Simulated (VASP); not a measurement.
# Cu (Cmcm) in VASP: notebook

Runs on Cu. Level: LDA. Tasks: single point.

Program: VASP 6.6.1. These are calculated values, not measurements. Logs are shortened: lines on timing, memory, paths and dates and some standing lists are left out, and cuts for length are marked.

## (1) The cell of the first run

Symmetry: Cmcm, No. 63, orthorhombic system. The conventional cell has a = 4.037 Å, b = 2.682 Å, c = 4.037 Å, α = 90.00°, β = 90.00°, γ = 90.00°. Within 3.1 Å of Cu (site symmetry m2m) lie 14 Cu at 2.31 to 2.86 Å.

## (2) Single point, LDA (mode 1 frozen in at +0.000 Å and mode 5 at -0.109 Å (largest displacements))

Contents of INCAR:

```
SYSTEM = Cu
PREC = Accurate
ENCUT = 520
EDIFF = 1E-7
ISMEAR = 0
SIGMA = 0.15
LREAL = .FALSE.
LASPH = .TRUE.
NELM = 60
ALGO = Fast
ISIF = 2
LWAVE = .FALSE.
LCHARG = .FALSE.
GGA = CA
NBANDS = 18
```

Contents of KPOINTS:

```
Automatic mesh
0
G
  20 20 12
  0 0 0
```

Contents of POSCAR:

```
Cu
1.0
   -1.4273957350      1.4273957350      1.3410790631
    1.4273957350     -1.4273957350      1.3410790631
    2.8547914700      2.8547914700      0.0000000000
Cu
2
Direct
   -0.0405270662     -0.0405270662      0.0000000000
    0.5405270662      0.5405270662      0.5000000000
```

Potentials or basis: VASP PAW LDA potentials, release 64 (Cu).

Command:

```bash
$ cat potpaw_LDA.64/Cu/POTCAR > POTCAR
$ mpirun -np 1 vasp_std > vasp.out
```

OUTCAR:

```text
SYSTEM = Cu
   PREC = Accurate
   ENCUT = 520
   EDIFF = 1E-7
   ISMEAR = 0
   LREAL = .FALSE.
   LASPH = .TRUE.
   NELM = 60
   ISIF = 2
   GGA = CA

 ion  position               nearest neighbor table
   1  0.959  0.959  0.000-   2 2.31   2 2.31   2 2.55   2 2.55
   2  0.541  0.541  0.500-   1 2.31   1 2.31   1 2.55   1 2.55

  LATTYP: Found a base centered orthorhombic cell.
 ALAT       =     2.6821581262
 B/A-ratio  =     1.5052374337
 C/A-ratio  =     1.5052374337

  Lattice vectors:

 A1 = (  -1.4273957350,   1.4273957350,   1.3410790631)
 A2 = (   1.4273957350,  -1.4273957350,   1.3410790631)
 A3 = (   2.8547914700,   2.8547914700,   0.0000000000)

Analysis of symmetry for initial positions (statically):
=====================================================================
 Subroutine PRICEL returns:
 Original cell was already a primitive cell.

 Routine SETGRP: Setting up the symmetry group for a
 base centered orthorhombic supercell.

 Subroutine GETGRP returns: Found  8 space group operations
 (whereof  4 operations were pure point group operations)
 out of a pool of  8 trial point group operations.

The static configuration has the point symmetry C_2v.
 The point group associated with its full space group is D_2h.

Analysis of symmetry for dynamics (positions and initial velocities):
=====================================================================
 Subroutine PRICEL returns:
 Original cell was already a primitive cell.

 Routine SETGRP: Setting up the symmetry group for a
 base centered orthorhombic supercell.

 Subroutine GETGRP returns: Found  8 space group operations
 (whereof  4 operations were pure point group operations)
 out of a pool of  8 trial point group operations.

The dynamic configuration has the point symmetry C_2v.
 The point group associated with its full space group is D_2h.

 Subroutine INISYM returns: Found  8 space group operations
 (whereof  4 operations are pure point group operations),
 and found     1 'primitive' translations

----------------------------------------------------------------------------------------

                                     Primitive cell

  volume of cell :      21.8591

  direct lattice vectors                    reciprocal lattice vectors
    -1.427395735  1.427395735  1.341079063    -0.175144141  0.175144141  0.372834096
     1.427395735 -1.427395735  1.341079063     0.175144141 -0.175144141  0.372834096
     2.854791470  2.854791470  0.000000000     0.175144141  0.175144141  0.000000000

  length of vectors
     2.423511960  2.423511960  4.037284815     0.447611666  0.447611666  0.247691220

  position of ions in fractional coordinates (direct lattice)
     0.959472934  0.959472934  0.000000000
     0.540527066  0.540527066  0.500000000

  ion indices of the primitive-cell ions
   primitive index   ion index
                 1           1
                 2           2

----------------------------------------------------------------------------------------

 KPOINTS: Automatic mesh

Automatic generation of k-mesh.
 Grid dimensions read from file:
 generate k-points for:   20   20   12

 Generating k-lattice:

  Cartesian coordinates                     Fractional coordinates (reciprocal lattice)
    -0.008757207  0.008757207  0.018641705     0.050000000  0.000000000  0.000000000
     0.008757207 -0.008757207  0.018641705     0.000000000  0.050000000  0.000000000
     0.014595345  0.014595345  0.000000000     0.000000000  0.000000000  0.083333333

  Length of vectors
     0.022380583  0.022380583  0.020640935

  Shift w.r.t. Gamma in fractional coordinates (k-lattice)
     0.000000000  0.000000000  0.000000000

 Subroutine IBZKPT returns following result:
 ===========================================

 Found    777 irreducible k-points:

 Following reciprocal coordinates:
            Coordinates               Weight
  0.000000  0.000000  0.000000      1.000000
  0.050000  0.000000  0.000000      4.000000
  0.100000  0.000000  0.000000      4.000000
  0.150000  0.000000  0.000000      4.000000
  0.200000  0.000000  0.000000      4.000000
  0.250000  0.000000  0.000000      4.000000
[... 16 lines left out ...]
 -0.400000  0.050000  0.000000      4.000000
 -0.350000  0.050000  0.000000      4.000000
 [... further k-points ...]
   k-points           NKPTS =    777   k-points in BZ     NKDIM =    777   number of bands    NBANDS=     18
   number of dos      NEDOS =    301   number of ions     NIONS =      2
   total plane-waves  NPLWV =   9720
   dimension x,y,z NGX =    18 NGY =   18 NGZ =   30
   dimension x,y,z NGXF=    36 NGYF=   36 NGZF=   60
   ions per type =               2
   NGX,Y,Z   is equivalent  to a cutoff of  12.35, 12.35, 12.35 a.u.
   NGXF,Y,Z  is equivalent  to a cutoff of  24.69, 24.69, 24.71 a.u.
 SYSTEM =  Cu
   PREC   = accura    normal or accurate (medium, high low for compatibility)
   ISTART =      0    job   : 0-new  1-cont  2-samecut
   ICHARG =      2    charge: 1-file 2-atom 10-const
   ISPIN  =      1    spin polarized calculation?
   LNONCOLLINEAR =      F non collinear calculations
   LSORBIT =      F    spin-orbit coupling
   LASPH  =      T    aspherical Exc in radial PAW
   ENCUT  =  520.0 eV  38.22 Ry    6.18 a.u.   4.51  4.51  7.51*2*pi/ulx,y,z
   NELM   =     60;   NELMIN=  2; NELMDL= -5     # of ELM steps
   EDIFF  = 0.1E-06   stopping-criterion for ELM
   LREAL  =      F    real-space projection
   EDIFFG = 0.1E-05   stopping-criterion for IOM
   NSW    =      0    number of steps for IOM
   IBRION =     -1    ionic relax: 0-MD 1-quasi-New 2-CG
   NFREE  =      0    steps in history (QN), initial steepest desc. (CG)
   ISIF   =      2    stress and relaxation
   ISYM   =      2    0-nonsym 1-usesym 2-fastsym
   POTIM  = 0.5000    time-step for ionic-motion
   TEBEG  =    0.0;   TEEND  =   0.0 temperature during run
   PSTRESS=    0.0 pullay stress
   NELECT =      22.0000    total number of electrons
   NUPDOWN=      -1.0000    fix difference up-down
   EMIN   =  10.00;   EMAX   =-10.00  energy-range for DOS
   EFERMI =   0.00;   METHOD = LEGACY
   ISMEAR =     0;   SIGMA  =   0.15  broadening in eV -4-tet -1-fermi 0-gaus
   EFERMI_NEDOS =   21; number of points for ismear=-14 and -15
   IALGO  =     68    algorithm
   IMIX   =      4    mixing-type and parameters
     AMIX     =   0.40;   BMIX     =  1.00
     AMIX_MAG =   1.60;   BMIX_MAG =  1.00
  volume/ion in A,a.u.               =      10.93        73.76
  Fermi-wavevector in a.u.,A,eV,Ry     =   1.640607  3.100298 36.621342  2.691593
  Thomas-Fermi vector in A             =   2.731217
   LORBIT       =      0    0 simple, 1 ext, 2 COOP (PROOUT), +10 PAW based schemes
   GGA     = CA    functional components
   LHFCALC =     F    Hartree Fock is set to
   AEXX    =    0.0000 exact exchange contribution
   IVDW    =     0    specifies the selected vdW correction
   LEPSILON=     F    determine dielectric tensor
   LRPA    =     F    only Hartree local field effects (RPA)
 non-spin polarized calculation
 RMM-DIIS sequential band-by-band and
 Gauss-broadening in eV      SIGMA  =   0.15
  energy-cutoff  :      520.00
  volume of cell :       21.86
 maximum number of plane-waves:       607
 NGX is ok and might be reduce to    18
   NGX =  9   NGY =  9   NGZ = 15

 number of electron      21.9999979 magnetization

 Free energy of the ion-electron system (eV)
  ---------------------------------------------------
  ext. energy  EPLUGINS =         0.00000000
  ---------------------------------------------------
  free energy    TOTEN  =        -9.25552517 eV

  energy without entropy =       -9.24782921  energy(sigma->0) =       -9.25167719

 E-fermi :   8.3540     XC(G=0): -13.5574

 val. band max:        8.3441434576   @ k =   0.5000   0.0000   0.1667
 cond. band min:       8.3555448644   @ k =   0.5000   0.1500   0.0000
 fundamental gap:      0.0114014068
 Fermi energy:         8.3540101421

 k-point     1 :       0.0000    0.0000    0.0000
  band No.  band energies     occupation
      1      -1.5907      2.00000
      2       2.8369      2.00000
      3       4.4158      2.00000
      4       4.6832      2.00000
      5       5.0069      2.00000
      6       5.1139      2.00000
[... 10 lines left out ...]
     17      33.7343      0.00000
     18      33.9417      0.00000

 k-point     2 :       0.0500    0.0000    0.0000
  band No.  band energies     occupation
      1      -1.5108      2.00000
      2       2.8856      2.00000
      3       4.4170      2.00000
      4       4.6956      2.00000
      5       5.0150      2.00000
      6       5.1051      2.00000
[... 10 lines left out ...]
     17      33.3800      0.00000
     18      33.6111      0.00000

 k-point     3 :       0.1000    0.0000    0.0000
  band No.  band energies     occupation
      1      -1.2728      2.00000
      2       3.0259      2.00000
      3       4.4163      2.00000
      4       4.7134      2.00000
      5       5.0576      2.00000
      6       5.0778      2.00000
[... 10 lines left out ...]
     17      32.4469      0.00000
     18      33.2570      0.00000

 k-point     4 :       0.1500    0.0000    0.0000
  band No.  band energies     occupation
      1      -0.8827      2.00000
      2       3.2410      2.00000
      3       4.4039      2.00000
      4       4.6981      2.00000
      5       5.0290      2.00000
      6       5.1726      2.00000
[... 375 lines left out ...]
      4       4.3291      2.00000
      5       4.4724      2.00000
      6       4.7508      2.00000
[... 10 lines left out ...]
     17      24.4447      0.00000
     18      28.0998      0.00000

 k-point    23 :      -0.4000    0.0500    0.0000
  band No.  band energies     occupation
      1       2.3232      2.00000
      2       3.9199      2.00000
      3       4.0476      2.00000
      4       4.3191      2.00000
      5       4.5440      2.00000
      6       4.6067      2.00000
[... 10 lines left out ...]
     17      25.0917      0.00000
     18      28.1960      0.00000

 k-point    24 :      -0.3500    0.0500    0.0000
  band No.  band energies     occupation
      1       1.5752      2.00000
      2       4.0063      2.00000
      3       4.1536      2.00000
      4       4.3706      2.00000
      5       4.4350      2.00000
      6       4.6443      2.00000
[... 10 lines left out ...]
     17      25.9380      0.00000
     18      28.4108      0.00000

 [... further k-points ...]
[... 5 lines left out ...]
  --------------------------------------------------------------------------------------
  -------------------------------------------------------------------------------------
  Total        0.4903527      0.4903527      0.1324540      0.3736380     -0.0000000      0.0000000
  in kB       35.9406582     35.9406582      9.7082828     27.3859874     -0.0000000      0.0000000
  external PRESSURE =      27.1965331 kB  Pullay stress =       0.0000000 kB

 VOLUME and BASIS-vectors are now :
 -----------------------------------------------------------------------------
  energy-cutoff  :      520.00
  volume of cell :       21.86
      direct lattice vectors                 reciprocal lattice vectors
    -1.427395735  1.427395735  1.341079063    -0.175144141  0.175144141  0.372834096
     1.427395735 -1.427395735  1.341079063     0.175144141 -0.175144141  0.372834096
     2.854791470  2.854791470  0.000000000     0.175144141  0.175144141  0.000000000

 POSITION                                       TOTAL-FORCE (eV/Angst)
 -----------------------------------------------------------------------------------
      0.00000      0.00000      2.57346        -0.000000     -0.000000      0.755321
      1.42740      1.42740      1.44978         0.000000      0.000000     -0.755321
 -----------------------------------------------------------------------------------
    total drift:                               -0.000000     -0.000000      0.000000

  FREE ENERGIE OF THE ION-ELECTRON SYSTEM (eV)
  ---------------------------------------------------
  free  energy   TOTEN  =        -9.2555251702 eV

  energy  without entropy=       -9.2478292085  energy(sigma->0) =       -9.25167719
```

Run time: 3.3 min. Hardware: 1 thread of Intel Xeon Platinum 8488C (Sapphire Rapids), shared host; peak memory 0.33 GiB.

What came out:

```
Free energy            : -9.2555 eV
Pressure               : 2.7 GPa
Largest force          : 0.755 eV/Å
Band gap on the k mesh : zero (band 11 reaches 12.97 eV, above the bottom of band 12 at 6.19 eV)
```

Forces on the atoms (eV/Å):
```
Cu   0.000  0.000  0.755
Cu   0.000  0.000 -0.755
```

Levels at points of the mesh, in eV from the Fermi level:
| k point | band 7 | band 8 | band 9 | band 10 | band 11 | band 12 | band 13 | band 14 | band 15 | band 16 |
| --- | --- | --- | --- | --- | --- | --- | --- | --- | --- | --- |
| (0.00, 0.00, 0.00) | -2.51 | -2.47 | -2.28 | -2.08 | -1.57 | -1.08 | 4.32 | 19.51 | 20.06 | 23.02 |
| (0.50, 0.00, 0.00) | -2.53 | -2.29 | -1.93 | -1.82 | 0.13 | 0.92 | 8.50 | 8.91 | 10.10 | 10.51 |
| (0.50, 0.50, 0.00) | -1.80 | -1.64 | -1.55 | -1.47 | -1.09 | 4.30 | 7.69 | 7.70 | 10.50 | 13.68 |
| (0.00, 0.00, 0.50) | -2.66 | -2.66 | -2.27 | -2.27 | -2.16 | -2.16 | 13.40 | 13.40 | 21.82 | 21.82 |
| (0.50, 0.00, 0.50) | -1.99 | -1.99 | -1.53 | -1.53 | -0.40 | -0.40 | 4.92 | 4.92 | 17.71 | 17.71 |
| (0.50, 0.50, 0.50) | -2.32 | -2.32 | -1.56 | -1.56 | 3.01 | 3.01 | 5.06 | 5.06 | 13.32 | 13.32 |

Caveat: the cell differs from its parent crystal (mode 1 frozen in at +0.000 Å and mode 5 at -0.109 Å (largest displacements)).

## (3) Single point, LDA (mode 1 frozen in at -0.314 Å and mode 5 at +0.000 Å (largest displacements))

Contents of INCAR:

```
SYSTEM = Cu
PREC     = Accurate       ! precision mode
ENCUT    = 520            ! plane-wave cutoff, eV
EDIFF    = 1E-6           ! SCF threshold, eV
ISMEAR   = 0              ! smearing method
SIGMA    = 0.15           ! smearing width, eV
LREAL    = .FALSE.        ! projectors in reciprocal space
LASPH    = .TRUE.         ! aspherical terms in the spheres
NELM     = 60             ! most SCF steps
ALGO     = Fast           ! electronic algorithm
ISIF     = 2              ! what is computed and relaxed
LWAVE    = .FALSE.        ! write WAVECAR
LCHARG   = .TRUE.         ! write CHGCAR
LELF     = .TRUE.         ! ELF
LVHAR    = .TRUE.       
NBANDS   = 18             ! bands
```

KPOINTS is that of step 2.

Contents of POSCAR:

```
Cu
1.0
   -1.4273957350      1.4273957350      1.3410790631
    1.4273957350     -1.4273957350      1.3410790631
    2.8547914700      2.8547914700      0.0000000000
Cu
2
Direct
    0.0776511974     -0.0776511974      0.0000000000
    0.4223488026      0.5776511974      0.5000000000
```

Potentials or basis: VASP PAW LDA potentials, release 64 (Cu).

Command:

```bash
$ cat potpaw_LDA.64/Cu/POTCAR > POTCAR
$ mpirun -np 1 vasp_std > vasp.out
```

Wall time 3 min (1 thread of Intel Xeon Platinum 8488C (Sapphire Rapids), shared host); peak memory 0.33 GiB.

The run converged. Its results:

```yaml
Free_energy: -9.3367 eV
Pressure: 1.4 GPa
Largest_force: 0.208 eV/Å
Band_gap_on_the_k_mesh: zero (band 11 reaches 12.57 eV, above the bottom of band 12 at 6.37 eV)
```

Forces on the atoms (eV/Å):
```
Cu   0.147 -0.147  0.000
Cu  -0.147  0.147  0.000
```

Stress tensor (GPa, compression positive):
```
 4.26 -2.82  0.00
-2.82  4.26  0.00
 0.00  0.00 -4.39
```

Levels at points of the mesh, in eV from the Fermi level:
```tsv
k point	band 8	band 9	band 10	band 11	band 12	band 13	band 14	band 15
(0.00, 0.00, 0.00)	-2.63	-2.53	-1.86	-1.81	-1.09	4.30	20.20	20.57
(0.50, 0.00, 0.00)	-1.92	-1.80	-1.66	-0.18	1.24	7.74	8.26	10.76
(0.50, 0.50, 0.00)	-1.75	-1.60	-1.52	0.53	2.88	9.25	9.66	10.20
(0.00, 0.00, 0.50)	-2.85	-2.21	-2.21	-1.97	-1.97	13.41	13.41	21.47
(0.50, 0.00, 0.50)	-2.13	-1.76	-1.76	-0.02	-0.02	4.70	4.70	18.07
(0.50, 0.50, 0.50)	-2.03	-1.55	-1.55	1.51	1.51	6.54	6.54	13.58
```

Caveat: the cell differs from its parent crystal (mode 1 frozen in at -0.314 Å and mode 5 at +0.000 Å (largest displacements)).
